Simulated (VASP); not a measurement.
# PtSe2 (spin) (P-3m1) in VASP: further runs, part 2 of 2

VASP 6.6.1.

### 3 Relaxation of cell and atoms, PBE+D3(BJ)

This run uses another cell than the first one, of 19.90 Å³/atom, 1.005 times its volume.

INCAR reads:

```
PREC = Accurate
ENCUT = 600
EDIFF = 1E-7
ISMEAR = 0
SIGMA = 0.1
LREAL = F
LASPH = T
NELM = 100
ALGO = Normal
ISIF = 3
LWAVE = F
LCHARG = F
GGA = PE
IVDW = 12
IBRION = 2
NSW = 100
EDIFFG = -0.002
```

KPOINTS reads:

```
regular mesh
0
Gamma
  15 15 10
```

POSCAR reads:

```
PtSe2
1.0
    3.7644458752      0.0000000000      0.0000000000
   -1.8822229376      3.2601057591      0.0000000000
    0.0000000000      0.0000000000      4.8652984040
Pt Se
1 2
Direct
    0.0000000000      0.0000000000      0.0000000000
    0.3333333333      0.6666666667      0.2644373557
    0.6666666667      0.3333333333      0.7355626443
```

Potentials or basis: VASP PAW PBE potentials, release 64 (Pt, Se).

Launch:

```sh
cat potpaw_PBE.64/Pt/POTCAR potpaw_PBE.64/Se/POTCAR > POTCAR
mpirun -np 1 vasp_std > vasp.out
```

OUTCAR:

```text
PREC = Accurate
   ENCUT = 600
   EDIFF = 1E-7
   ISMEAR = 0
   LREAL = F
   LASPH = T
   NELM = 100
   ISIF = 3
   GGA = PE
   IVDW = 12
   IBRION = 2
   NSW = 100
   EDIFFG = -0.002
 IVDW          = 12

 ion  position               nearest neighbor table
   1  0.000  0.000  0.000-   2 2.53   3 2.53   3 2.53   2 2.53   3 2.53   2 2.53
   2  0.333  0.667  0.264-   1 2.53   1 2.53   1 2.53
   3  0.667  0.333  0.736-   1 2.53   1 2.53   1 2.53

  LATTYP: Found a hexagonal cell.
 ALAT       =     3.7644458752
 C/A-ratio  =     1.2924341498

  Lattice vectors:

 A1 = (   3.7644458752,   0.0000000000,   0.0000000000)
 A2 = (  -1.8822229376,   3.2601057591,   0.0000000000)
 A3 = (   0.0000000000,   0.0000000000,   4.8652984040)

Analysis of symmetry for initial positions (statically):
=====================================================================
 Subroutine PRICEL returns:
 Original cell was already a primitive cell.

 Routine SETGRP: Setting up the symmetry group for a
 hexagonal supercell.

 Subroutine GETGRP returns: Found 12 space group operations
 (whereof 12 operations were pure point group operations)
 out of a pool of 24 trial point group operations.

The static configuration has the point symmetry D_3d.

Analysis of symmetry for dynamics (positions and initial velocities):
=====================================================================
 Subroutine PRICEL returns:
 Original cell was already a primitive cell.

 Routine SETGRP: Setting up the symmetry group for a
 hexagonal supercell.

 Subroutine GETGRP returns: Found 12 space group operations
 (whereof 12 operations were pure point group operations)
 out of a pool of 24 trial point group operations.

The dynamic configuration has the point symmetry D_3d.

 Subroutine INISYM returns: Found 12 space group operations
 (whereof 12 operations are pure point group operations),
 and found     1 'primitive' translations

----------------------------------------------------------------------------------------

                                     Primitive cell

  volume of cell :      59.7093
[... 121 lines left out ...]
   LRPA    =     F    only Hartree local field effects (RPA)
 conjugate gradient relaxation of ions
 non-spin polarized calculation
 Gauss-broadening in eV      SIGMA  =   0.10
  energy-cutoff  :      600.00
  volume of cell :       59.71
 maximum number of plane-waves:      2014
 NGX is ok and might be reduce to    30
   NGX = 15   NGY = 15   NGZ = 19

--------------------------------------- Ionic step        1  -------------------------------------------

 number of electron      22.0000002 magnetization

 Free energy of the ion-electron system (eV)
  ---------------------------------------------------
  ext. energy  EPLUGINS =         0.00000000
  ---------------------------------------------------
  free energy    TOTEN  =       -14.20521983 eV

  energy without entropy =      -14.20141304  energy(sigma->0) =      -14.20331644

------------------------ aborting loop because EDIFF is reached ----------------------------------------

 Edisp (eV)   -1.46210

 E8    (eV) :    -0.6281
[... 108 lines left out ...]
  FREE ENERGIE OF THE ION-ELECTRON SYSTEM (eV)
  ---------------------------------------------------
  free  energy   TOTEN  =       -15.6678826111 eV

  energy  without entropy=      -15.6640672327  energy(sigma->0) =      -15.66597492

[... ionic steps 4 to 7 ...]

--------------------------------------- Ionic step        8  -------------------------------------------

 number of electron      22.0000002 magnetization

------------------------ aborting loop because EDIFF is reached ----------------------------------------
[... 77 lines left out ...]
--------------------------------------- Ionic step       10  -------------------------------------------

 number of electron      22.0000002 magnetization

 Free energy of the ion-electron system (eV)
  ---------------------------------------------------
  ext. energy  EPLUGINS =         0.00000000
  ---------------------------------------------------
  free energy    TOTEN  =       -14.19659688 eV

  energy without entropy =      -14.19276557  energy(sigma->0) =      -14.19468122

 E-fermi :   6.7119     XC(G=0): -10.8292

 val. band max:        6.7056527187   @ k =   0.0000   0.2000   0.3000
 cond. band min:       6.7168497001   @ k =  -0.0667   0.2667   0.4000
 fundamental gap:      0.0111969814
 Fermi energy:         6.7118655914

 k-point     1 :       0.0000    0.0000    0.0000
  band No.  band energies     occupation
      1      -8.9488      2.00000
      2      -5.8430      2.00000
      3      -0.3947      2.00000
      4       0.4965      2.00000
      5       0.4965      2.00000
      6       2.9347      2.00000
      7       2.9347      2.00000
      8       4.2520      2.00000
      9       5.7177      2.00000
     10       5.7177      2.00000
     11       7.5107      0.00000
     12       7.7856      0.00000
     13       7.7856      0.00000
     14      10.0793      0.00000
[... 401 lines left out ...]
      2      -6.8395      2.00000
      3      -0.2375      2.00000
      4       0.8725      2.00000
      5       1.2920      2.00000
      6       1.8919      2.00000
      7       2.4161      2.00000
      8       3.2896      2.00000
      9       3.8985      2.00000
     10       4.2168      2.00000
     11       5.2631      2.00000
     12       6.8175      0.13508
     13       7.5924      0.00000
     14      10.8680      0.00000
     15      13.5658      0.00000

 [... further k-points ...]

------------------------ aborting loop because EDIFF is reached ----------------------------------------

 Edisp (eV)   -1.47157

 E8    (eV) :    -0.6323
[... 26 lines left out ...]
  FREE ENERGIE OF THE ION-ELECTRON SYSTEM (eV)
  ---------------------------------------------------
  free  energy   TOTEN  =       -15.6681714488 eV

  energy  without entropy=      -15.6643401318  energy(sigma->0) =      -15.66625579

 reached required accuracy - stopping structural energy minimisation
```

CONTCAR:

```text
PtSe2
   1.00000000000000
     3.7714543862120444   -0.0000000000000000    0.0000000000000000
    -1.8857271931060222    3.2661753076791635   -0.0000000000000000
     0.0000000000000000   -0.0000000000000000    4.8181314295129001
  Pt              Se
     1     2
Direct
     0.0000000000000000    0.0000000000000000    0.0000000000000000
     0.3333333332999970    0.6666666667000030    0.2657674069625152
     0.6666666667000030    0.3333333332999970    0.7342325930374849

  0.00000000E+00  0.00000000E+00  0.00000000E+00
  0.00000000E+00  0.00000000E+00  0.00000000E+00
  0.00000000E+00  0.00000000E+00  0.00000000E+00
```

Wall time 8.4 min (1 thread of Intel Xeon 6975P-C (Granite Rapids), shared host); peak memory 0.44 GiB.

What came out:

- Free energy: -15.6682 eV
- Relaxed volume: 19.78 Å³/atom
- Relaxed cell: a = 3.771 Å, b = 3.771 Å, c = 4.818 Å, α = 90.00°, β = 90.00°, γ = 120.00°
- Space group after relaxing (to 0.05 Å): P-3m1 (No. 164)
- Energy gained by relaxing: 0.3 meV/atom
- Ionic steps: 10
- Pressure after relaxing: 0.0 GPa
- Band gap on the k mesh: zero (band 11 reaches 7.51 eV, above the bottom of band 12 at 6.61 eV)
- Dispersion energy per atom: -0.491 eV

Step by step:
| step | energy change (eV) | largest force (eV/Å) | pressure (GPa) | volume (Å³) |
| --- | --- | --- | --- | --- |
| 1 | 0.0000 | 0.0019 | -0.07 | 59.71 |
| 2 | -0.0003 | 0.0181 | 0.01 | 59.63 |
| 3 | -0.0006 | 0.0404 | 0.11 | 59.52 |
| 4 | -0.0006 | 0.0468 | 0.15 | 59.49 |
| 5 | -0.0007 | 0.0157 | -0.18 | 59.56 |
| 6 | -0.0007 | 0.0240 | -0.09 | 59.54 |
| 7 | -0.0008 | 0.0172 | -0.06 | 59.49 |
| 8 | -0.0008 | 0.0063 | -0.01 | 59.40 |
| 9 | -0.0008 | 0.0162 | 0.09 | 59.21 |
| 10 | -0.0009 | 0.0008 | 0.01 | 59.35 |

Final structure:
```cif
data_structure
_symmetry_space_group_name_H-M 'P 1'
_symmetry_Int_Tables_number 1
_cell_length_a 3.7715
_cell_length_b 3.7715
_cell_length_c 4.8181
_cell_angle_alpha 90.000
_cell_angle_beta 90.000
_cell_angle_gamma 120.000
_cell_volume 59.35
loop_
_atom_site_label
_atom_site_type_symbol
_atom_site_fract_x
_atom_site_fract_y
_atom_site_fract_z
_atom_site_occupancy
Pt1 Pt 0.00000 0.00000 0.00000 1
Se1 Se 0.33333 0.66667 0.26577 1
Se2 Se 0.66667 0.33333 0.73423 1
```

Levels at points of the mesh, in eV from the Fermi level:
| k point | band 8 | band 9 | band 10 | band 11 | band 12 | band 13 | band 14 | band 15 |
| --- | --- | --- | --- | --- | --- | --- | --- | --- |
| (0.00, 0.00, 0.00) | -2.46 | -0.99 | -0.99 | 0.80 | 1.07 | 1.07 | 3.37 | 4.12 |
| (0.00, 0.00, 0.50) | -2.89 | -1.71 | -1.71 | -1.69 | 2.34 | 2.34 | 5.01 | 6.54 |

Caveat: spin-orbit coupling is left out, which moves the levels of the heavy elements; pairwise dispersion overbinds metals, which lowers pressure and volume.
